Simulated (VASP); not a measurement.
# C (Cmmm) in VASP: further runs, part 2 of 2

VASP 6.6.1. Earlier steps stand in the parts before.

**6. Single point, PBEsol+D3(BJ) (atoms displaced along a vibrational mode, the cell strained)**

Input file INCAR:

```
PREC     = Accurate       # precision mode
ENCUT    = 520            # plane-wave cutoff, eV
EDIFF    = 1E-7           # SCF threshold, eV
ISMEAR   = 0              # smearing method
SIGMA    = 0.15           # smearing width, eV
LREAL    = False          # projectors in reciprocal space
LASPH    = True           # aspherical terms in the spheres
NELM     = 60             # most SCF steps
ALGO     = Normal         # electronic algorithm
ISIF     = 2              # what is computed and relaxed
LWAVE    = False          # write WAVECAR
LCHARG   = False          # write CHGCAR
GGA      = PS             # functional
IVDW     = 12             # dispersion correction
NBANDS   = 11             # bands
```

Input file KPOINTS:

```
regular mesh
0
Gamma
  21 21 12
```

Input file POSCAR:

```
C
1.0
    2.4372596835      0.0000000000      0.0000000000
   -1.2186298418      2.1107288015      0.0000000000
    0.0000000000      0.0000000000      3.5001875387
C
2
Direct
    0.3427300877      0.6854601753      0.0000000000
    0.6572699123      0.3145398247      0.0000000000
```

Potentials or basis: VASP PAW PBE potentials, release 64 (C).

Launch:

```console
$ cat potpaw_PBE.64/C/POTCAR > POTCAR
$ mpirun -np 1 vasp_std > vasp.out
```

OUTCAR:

```text
PREC = Accurate
   ENCUT = 520
   EDIFF = 1E-7
   ISMEAR = 0
   LREAL = False
   LASPH = True
   NELM = 60
   ISIF = 2
   GGA = PS
   IVDW = 12
 IVDW          = 12

 ion  position               nearest neighbor table
   1  0.343  0.685  0.000-   2 1.33   2 1.45   2 1.45
   2  0.657  0.315  0.000-   1 1.33   1 1.45   1 1.45

  LATTYP: Found a hexagonal cell.
 ALAT       =     2.4372596835
 C/A-ratio  =     1.4361159635

  Lattice vectors:

 A1 = (   2.4372596835,   0.0000000000,   0.0000000000)
[... 523 lines left out ...]

 Edisp (eV)   -0.21097

 E8    (eV) :    -0.1025

  FORCE on cell =-STRESS in cart. coord.  units (eV):
  Direction    XX          YY          ZZ          XY          YZ          ZX
  --------------------------------------------------------------------------------------
  -------------------------------------------------------------------------------------
  Total       0.59906     3.20962     0.00135    -0.00000     0.00000     0.00000
  in kB      53.30357   285.58681     0.12042    -0.00000     0.00000     0.00000
  external pressure =      113.00 kB  Pullay stress =        0.00 kB

 VOLUME and BASIS-vectors are now :
 -----------------------------------------------------------------------------
  energy-cutoff  :      520.00
  volume of cell :       18.01
      direct lattice vectors                 reciprocal lattice vectors
     2.437259684  0.000000000  0.000000000     0.410296862  0.236885004  0.000000000
    -1.218629842  2.110728802  0.000000000     0.000000000  0.473770007  0.000000000
     0.000000000  0.000000000  3.500187539     0.000000000  0.000000000  0.285698977

 POSITION                                       TOTAL-FORCE (eV/Angst)
 -----------------------------------------------------------------------------------
      0.00000      1.44682      0.00000         0.000000     -5.116506      0.000000
      1.21863      0.66391      0.00000        -0.000000      5.116506     -0.000000
 -----------------------------------------------------------------------------------
    total drift:                               -0.000000      0.000000     -0.000000

  FREE ENERGIE OF THE ION-ELECTRON SYSTEM (eV)
  ---------------------------------------------------
  free  energy   TOTEN  =       -19.2740759294 eV

  energy  without entropy=      -19.2733171485  energy(sigma->0) =      -19.27369654
```

OSZICAR:

```text
N       E                     dE             d eps       ncg     rms          rms(c)
DAV:   1     0.528374778920E+01    0.52837E+01   -0.44367E+03 19133   0.659E+02
DAV:   2    -0.198272840340E+02   -0.25111E+02   -0.23703E+02 24546   0.131E+02
DAV:   3    -0.204264161158E+02   -0.59913E+00   -0.59767E+00 23760   0.168E+01
DAV:   4    -0.204286052566E+02   -0.21891E-02   -0.21890E-02 21747   0.123E+00
DAV:   5    -0.204286142504E+02   -0.89938E-05   -0.89937E-05 23336   0.709E-02    0.676E+00
DAV:   6    -0.193885013253E+02    0.10401E+01   -0.83515E-01 21383   0.555E+00    0.388E+00
DAV:   7    -0.190599810112E+02    0.32852E+00   -0.94910E-01 21786   0.594E+00    0.106E+00
DAV:   8    -0.190635741097E+02   -0.35931E-02   -0.27521E-02 20668   0.109E+00    0.162E-01
DAV:   9    -0.190630092789E+02    0.56483E-03   -0.11885E-03 21997   0.219E-01    0.658E-02
DAV:  10    -0.190630924284E+02   -0.83150E-04   -0.15682E-04 20678   0.867E-02    0.240E-02
DAV:  11    -0.190631003633E+02   -0.79349E-05   -0.99912E-06 21863   0.200E-02    0.328E-03
DAV:  12    -0.190631009572E+02   -0.59385E-06   -0.16970E-06 20916   0.861E-03    0.224E-03
DAV:  13    -0.190631009698E+02   -0.12640E-07   -0.13499E-07 22148   0.219E-03
   1 F= -.19274076E+02 E0= -.19273697E+02  d E =-.758781E-03
```

stdout:

```text
POSCAR found type information on POSCAR C
 POSCAR found :  1 types and       2 ions
 scaLAPACK will be used
 -----------------------------------------------------------------------------
|                                                                             |
|                                                                             |
|     You enforced a specific xc type in the INCAR file but a different       |
|     I HOPE YOU KNOW WHAT YOU ARE DOING!                                     |
|                                                                             |
 -----------------------------------------------------------------------------

 LDA part: xc-table for (Slater+PW92), standard interpolation
 POSCAR, INCAR and KPOINTS ok, starting setup
 FFT: planning ... GRIDC
 FFT: planning ... GRID_SOFT
 FFT: planning ... GRID
 WAVECAR not read
 entering main loop
```

It took 2.3 min on 1 thread of Intel Xeon Platinum 8259CL at 2.50GHz (Skylake/Cascade Lake), shared host; peak memory 0.24 GiB.

Results:

| Quantity | Value |
| --- | --- |
| Free energy | -19.2741 eV |
| Pressure | 11.3 GPa |
| Largest force | 5.117 eV/Å |
| Band gap on the k mesh | zero (bands 4 and 5 overlap by 0.23 eV) |
| Dispersion energy per atom | -0.105 eV |

Forces on the atoms (eV/Å):
```
C    0.000 -5.117  0.000
C    0.000  5.117  0.000
```

Levels at points of the mesh, in eV from the Fermi level:
```tsv
k point	band 2	band 3	band 4	band 5	band 6	band 7
(0.00, 0.00, 0.00)	-7.00	-4.09	-1.67	3.68	7.00	10.04
(0.00, 0.00, 0.50)	-8.60	-4.06	-1.65	7.05	9.30	10.13
```

Caveat: the cell differs from its parent crystal (atoms displaced along a vibrational mode, the cell strained); the stress differs along the axes, from 0 to 29 GPa; the PAW data sets were made with another functional, which shifts forces and pressure a little.

**7. Overview**

| cell | gap on the mesh (eV) | pressure (GPa) | largest force (eV/Å) |
| --- | --- | --- | --- |
| as given, atomic positions A | none | 8.9 | 2.46 |
| as given, atomic positions B | none | 13.8 | 5.91 |
| as given, atomic positions C | none | 15.6 | 8.06 |
| as given, atomic positions D | none | 8.8 | 2.22 |
| as given, atomic positions E | none | 11.3 | 5.12 |

Alike in all rows: task single point; level PBEsol+D3(BJ); potentials or basis VASP PAW PBE potentials, release 64 (C); no spin polarisation; k mesh 21 × 21 × 12; cutoff (eV) 520; smearing gaussian 0.15 eV.

Caveats: the PAW data sets were made with another functional, which shifts forces and pressure a little; the stress differs along the axes, from 0 to 19 GPa (at least some runs); the stress differs along the axes, from -0 to 36 GPa (at least some runs); the stress differs along the axes, from -0 to 42 GPa (at least some runs); the stress differs along the axes, from 0 to 18 GPa (at least some runs); the stress differs along the axes, from 0 to 29 GPa (at least some runs).

Absolute energies hang on the potentials; compare differences alone.
